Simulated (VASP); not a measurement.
Pt: density of states with LDA

Pt:

```xyz
1
Lattice="0.0000 1.9468 1.9468 1.9468 0.0000 1.9468 1.9468 1.9468 0.0000" Properties=species:S:1:pos:R:3 pbc="T T T"
Pt    0.0000    0.0000    0.0000
```

```json
{
  "Program": "VASP 6.6.1",
  "Task": "density of states",
  "Functional": "LDA",
  "Potentials or basis": "VASP PAW LDA potentials, release 64 (Pt)",
  "Cutoff": "520 eV",
  "k mesh": "18 × 18 × 18",
  "Occupations": "gaussian, width 0.05 eV",
  "Spin": "no spin polarisation",
  "Dipole correction": "no",
  "k mesh for the DOS": "27 × 27 × 27",
  "Occupations for the DOS": "tetrahedron",
  "Further INCAR settings": "ALGO = Normal; EDIFF = 1e-06"
}
```

The valence electrons inside the program's atomic spheres are Pt 9.36.

Levels at points of the mesh, in eV from the Fermi level:
| k point | band 1 | band 2 | band 3 | band 4 | band 5 | band 6 | band 7 | band 8 | band 9 |
| --- | --- | --- | --- | --- | --- | --- | --- | --- | --- |
| (0.00, 0.00, 0.00) | -10.48 | -3.95 | -3.95 | -3.95 | -1.67 | -1.67 | 14.57 | 19.61 | 19.61 |

It took 83 s on 1 thread of AMD EPYC 7R13, with other jobs on the host, peak memory 0.19 GiB.

Caveat: spin-orbit coupling is left out, which moves the levels of the heavy elements.
